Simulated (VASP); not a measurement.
A run of VASP 6.6.1:

File INCAR:

```
  ALGO = Fast
  EDIFF = 1E-7
  ENCUT = 520
  GGA = PS
  ISIF = 2
  ISMEAR = 0
  LASPH = T
  LCHARG = F
  LREAL = F
  LWAVE = F
  NBANDS = 11
  NELM = 100
  PREC = Accurate
  SIGMA = 0.15
```

The input KPOINTS:

```
k-points
0
Gamma
  22 22 22
```

Contents of POSCAR:

```
Pd
1.0
   -1.5428007312      1.5428007312      1.5722810000
    1.5428007312     -1.5428007312      1.5722810000
    1.6017612688      1.6017612688     -1.5722810000
Pd
1
Direct
    0.0000000000      0.0000000000      0.0000000000
```

Potentials or basis: VASP PAW PBE potentials, release 64 (Pd).

Command:

```console
$ cat potpaw_PBE.64/Pd/POTCAR > POTCAR
$ mpirun -np 1 vasp_std > vasp.out
```

Hardware: 1 thread of Intel(R) Xeon(R) Platinum 8259CL CPU @ 2.50GHz (Skylake/Cascade Lake), with other jobs on the host.

Problem. How long does it take, and how much memory?

Solution. Wall time 3.7 min on 1 thread of Intel(R) Xeon(R) Platinum 8259CL CPU @ 2.50GHz (Skylake/Cascade Lake) (shared host), peak memory 0.36 GiB. Counts: scf iterations 13, k points 1530.
